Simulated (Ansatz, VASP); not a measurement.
**Two plane-wave programs on LiH**

```
Li H
1.0
     0.00000    2.09860    2.09860
     2.09860    0.00000    2.09860
     2.09860    2.09860    0.00000
Li H
1 1
Direct
  0.00000 0.00000 0.00000
  0.50000 0.50000 0.50000
```

Change from the starting cell: hydrostatic strain +5.0%.

Alike in both runs: task single point; functional PBE; k mesh 10 × 10 × 10; occupations fermi-dirac, width 0.02 eV; no spin polarisation.

|  | VASP | Ansatz |
| --- | --- | --- |
| version | VASP 6.6.1 | Ansatz 0.2.0 |
| potentials or method | VASP PAW PBE potentials, release 64 (Li_sv, H) | plane waves, PAW |
| plane-wave cutoff (eV) | 520 | 420 |
| valence electrons in the cell | 4 | 4 |

|  | VASP | Ansatz | Ansatz less VASP |
| --- | --- | --- | --- |
| gap on the k mesh at the Fermi level (eV) | 3.06 | 3.07 | +0.008 |

Noted on VASP's run: the cutoff is short for stress, so the pressure is rough.
